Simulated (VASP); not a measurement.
Here is a VASP 6.6.1 calculation.

INCAR

```
  ALGO = Normal
  EDIFF = 1E-6
  ENCUT = 520
  GGA = PE
  ISIF = 2
  ISMEAR = 0
  LASPH = True
  LCHARG = False
  LREAL = False
  LWAVE = False
  NBANDS = 28
  NELM = 100
  PREC = Accurate
  SIGMA = 0.1
```

KPOINTS

```
k-points
0
Gamma
  6 6 6
```

File POSCAR:

```
TaSiO4
1.0
    5.5375179044     -0.0000000034      0.0000000000
   -2.7687589492      4.7956311808      0.0000000000
    0.0000000000      0.0000000000      2.5251034128
Ta Si O
1 1 4
Direct
    0.0000000000      0.0000000000      0.0000000000
    0.3333333333      0.6666666667      0.0000000000
    0.6666666667      0.3333333333      0.0000000000
    1.0615702658      0.5307851329      0.5000000000
    0.4692148671      0.5307851329      0.5000000000
    0.4692148671     -0.0615702658      0.5000000000
```

Potentials or basis: VASP PAW PBE potentials, release 64 (Ta_pv, Si, O).

Launch:

```console
$ cat potpaw_PBE.64/Ta_pv/POTCAR potpaw_PBE.64/Si/POTCAR potpaw_PBE.64/O/POTCAR > POTCAR
$ mpirun -np 1 vasp_std > vasp.out
```

(1) Estimate the pressure.

(2) Estimate the largest force.

Answers

(1) 0.3 GPa.

(2) 0.046 eV/Å.

Caveat: the k points lie up to 0.41 Å⁻¹ apart; an odd number of electrons without spin polarisation forces a metal; a magnetic or distorted state may lie lower.
